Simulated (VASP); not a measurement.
**Pd: relaxation of cell and atoms with PBEsol**

Crystal: Pd.

```xyz
1
Lattice="0.0000 1.8142 1.8142 1.8142 0.0000 1.8142 1.8142 1.8142 0.0000" Properties=species:S:1:pos:R:3 pbc="T T T"
Pd    0.0000    0.0000    0.0000
```

- Program: VASP 6.6.1
- Task: relaxation of cell and atoms
- Functional: PBEsol
- Potentials or basis: VASP PAW PBE potentials, release 64 (Pd)
- Cutoff: 500 eV
- k mesh: 18 × 18 × 18
- Occupations: fermi-dirac, width 0.08 eV
- Spin: no spin polarisation
- Target pressure: 69 GPa
- Dipole correction: no
- Further INCAR settings: ALGO = Normal; EDIFF = 1e-07; IBRION = 2; EDIFFG = -0.005; NSW = 60; ISIF = 3

```
Relaxed volume                                         : 11.92 Å³/atom
Relaxed cell                                           : a = 2.564 Å, b = 2.564 Å, c = 2.564 Å, α = 60.00°, β = 60.00°, γ = 60.00°
Space group after relaxing (to 0.05 Å)                 : Fm-3m (No. 225)
Energy change on relaxing (the enthalpy is what falls) : +8.7 meV/atom
Ionic steps                                            : 3
Pressure after relaxing                                : 69.0 GPa
Band gap on the k mesh                                 : zero (band 5 reaches 14.18 eV, above the bottom of band 6 at 11.88 eV)
```

Step by step:
| step | energy change (eV) | largest force (eV/Å) | pressure (GPa) | volume (Å³) |
| --- | --- | --- | --- | --- |
| 1 | 0.0000 | 0.0000 | 68.11 | 11.94 |
| 2 | 0.0503 | 0.0000 | 73.28 | 11.83 |
| 3 | 0.0087 | 0.0000 | 69.01 | 11.92 |

Final structure:
```
Pd
1.0
     0.00000    1.81319    1.81319
     1.81319    0.00000    1.81319
     1.81319    1.81319    0.00000
Pd
1
Cartesian
  0.0000 0.0000 0.0000
```

Levels at points of the mesh, in eV from the Fermi level:
```csv
k point,band 2,band 3,band 4,band 5,band 6,band 7,band 8,band 9
"(0.00, 0.00, 0.00)",-4.05,-4.05,-4.05,-1.74,-1.74,16.91,22.95,22.95
"(0.50, 0.00, 0.00)",-4.13,-4.13,-0.03,-0.03,0.41,9.19,16.35,22.95
"(0.50, 0.50, 0.00)",-7.20,-0.05,0.43,0.43,3.25,13.16,14.23,14.23
```

It took 31 s on 1 thread of Intel Xeon 6975P-C, on a shared host, peak memory 0.15 GiB.

Caveat: the cell is relaxed towards a set pressure, so the enthalpy falls and the energy may rise; the PAW data sets were made with another functional, which shifts forces and pressure a little.
